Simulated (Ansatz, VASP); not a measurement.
Given: the input of a run of VASP 6.6.1 on TePb.

File INCAR:

```
  PREC = Accurate
  ENCUT = 520
  EDIFF = 1E-6
  ISMEAR = 0
  SIGMA = 0.02
  LREAL = F
  LASPH = T
  NELM = 80
  ALGO = Normal
  ISIF = 2
  LWAVE = F
  LCHARG = F
  GGA = PE
  NBANDS = 17
```

Contents of KPOINTS:

```
Automatic mesh
0
Gamma
  7 7 7
```

POSCAR

```
TePb
1.0
    4.0022870000      0.0000000000      0.0000000000
    0.0000000000      4.0022870000      0.0000000000
    0.0000000000      0.0000000000      4.0022870000
Pb Te
1 1
Direct
    0.0000000000      0.0000000000      0.0000000000
    0.5000000000      0.5000000000      0.5000000000
```

Potentials or basis: VASP PAW PBE potentials, release 64 (Pb_d, Te).

Command:

```sh
$ cat potpaw_PBE.64/Pb_d/POTCAR potpaw_PBE.64/Te/POTCAR > POTCAR
$ mpirun -np 1 vasp_std > vasp.out
```

Q: Set up the same calculation for Ansatz 0.2.0. Potentials there: all-electron LAPW, scalar-relativistic.

A: As run (the cutoff follows the program's own potentials):

The input input.yaml:

```yaml
crystal:
  lattice:
    - [4.002287, 0.0, 0.0]
    - [0.0, 4.002287, 0.0]
    - [0.0, 0.0, 4.002287]
  atoms:
    - { symbol: Pb, position: [0.0, 0.0, 0.0] }
    - { symbol: Te, position: [0.5, 0.5, 0.5] }
kpoints:
  mp_grid: { grid: [7, 7, 7] }
scf:
  occupations: { method: gaussian, width: 0.02 }
hamiltonian:
  xc: pbe
  pseudopotentials: { kind: all_electron, lapw: { basis_error: 0.001 } }
output:
  forces: true
  stress: true
  eigenvalues: true
```

Potentials or basis: all-electron LAPW, scalar-relativistic.

The run is started by

```console
$ ansatz run input.yaml --threads 1 --pin off --max-ram 3072MiB --backend cpu --events-out ev --progress --plain --runs-dir out
```

Both were run:

|  | VASP | Ansatz | Ansatz less VASP |
| --- | --- | --- | --- |
| gap on the k mesh at the Fermi level (eV) | none | none | - |
| pressure (GPa) | 0.0 | 0.1 | +0.06 |

A gap of «none» marks a metal or a gap that the smearing closes. Ansatz ran all-electron here, and VASP with PAW potentials.

Neither program's run includes spin-orbit coupling.
